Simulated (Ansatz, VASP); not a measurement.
## Two plane-wave programs on SiNi

The input INCAR:

```
SYSTEM = SiNi
PREC = Accurate ; ENCUT = 520
EDIFF = 1E-7 ; ISMEAR = 0
SIGMA = 0.15 ; LREAL = .False.
LASPH = .True. ; NELM = 60
ALGO = Normal ; ISIF = 2
LWAVE = .False. ; LCHARG = .False.
GGA = PE ; NBANDS = 38
```

The input KPOINTS:

```
regular mesh
0
Gamma
  8 12 8
  0 0 0
```

File POSCAR:

```
SiNi
1.0
    5.1540864102      0.0000000000      0.0000000000
    0.0000000000      3.4429997886      0.0000000000
    0.0000000000      0.0000000000      5.6197139747
Si Ni
4 4
Direct
    0.3212470398      0.7500000000      0.0840781290
    0.1787529602      0.2500000000      0.5840781290
    0.8212470398      0.7500000000      0.4159218710
    0.6787529602      0.2500000000      0.9159218710
    0.0082175838      0.2500000000      0.1884869323
    0.4917824162      0.7500000000      0.6884869323
    0.5082175838      0.2500000000      0.3115130677
    0.9917824162      0.7500000000      0.8115130677
```

Input for Ansatz:

```yaml
crystal:
  lattice:
    - [5.1540864066, 0.0, 0.0]
    - [0.0, 3.4429998003, 0.0]
    - [0.0, 0.0, 5.619713966]
  atoms:
    - { symbol: Si, position: [0.3212470392, 0.75, 0.084078131] }
    - { symbol: Si, position: [0.1787529608, 0.25, 0.584078131] }
    - { symbol: Si, position: [0.8212470392, 0.75, 0.415921869] }
    - { symbol: Si, position: [0.6787529608, 0.25, 0.915921869] }
    - { symbol: Ni, position: [0.0082175761, 0.25, 0.1884869335] }
    - { symbol: Ni, position: [0.4917824239, 0.75, 0.6884869335] }
    - { symbol: Ni, position: [0.5082175761, 0.25, 0.3115130665] }
    - { symbol: Ni, position: [0.9917824239, 0.75, 0.8115130665] }
basis:
  ecutwfc: 420
kpoints:
  mp_grid: { grid: [8, 12, 8] }
hamiltonian:
  xc: pbe
scf:
  occupations: { method: gaussian, width: 0.15 }
output:
  forces: true
  stress: true
  eigenvalues: true
```

Change from the starting cell: strain +0.0200 x Voigt [0, 1, 0, 0, 0, 0], atoms carried along.

Alike in both runs: task single point; functional PBE; k mesh 8 × 12 × 8; occupations gaussian, width 0.15 eV; no spin polarisation.

|  | VASP | Ansatz |
| --- | --- | --- |
| version | VASP 6.6.1 | Ansatz 0.2.0 |
| potentials or method | VASP PAW PBE potentials, release 64 (Si, Ni), cutoff 520 eV | scalar-relativistic, plane waves, PAW |
| valence electrons in the cell | 56 | 88 |

|  | VASP | Ansatz | Ansatz less VASP |
| --- | --- | --- | --- |
| gap on the k mesh at the Fermi level (eV) | none | none | - |
| pressure (GPa) | -3.2 | -3.3 | -0.05 |
| traceless stress, the component that is largest in VASP (GPa) | -1.82 | -1.73 | +0.082 |
| rms of the force components (eV/Å) | 0.060 | 0.059 | -0.0007 |

Atom by atom the forces differ by 0.005 eV/Å (rms over components). A gap of «none» marks a metal or a gap that the smearing closes. VASP's potentials hold 56 valence electrons a cell and Ansatz's 88, so a difference there can come from the potentials and not from the codes.
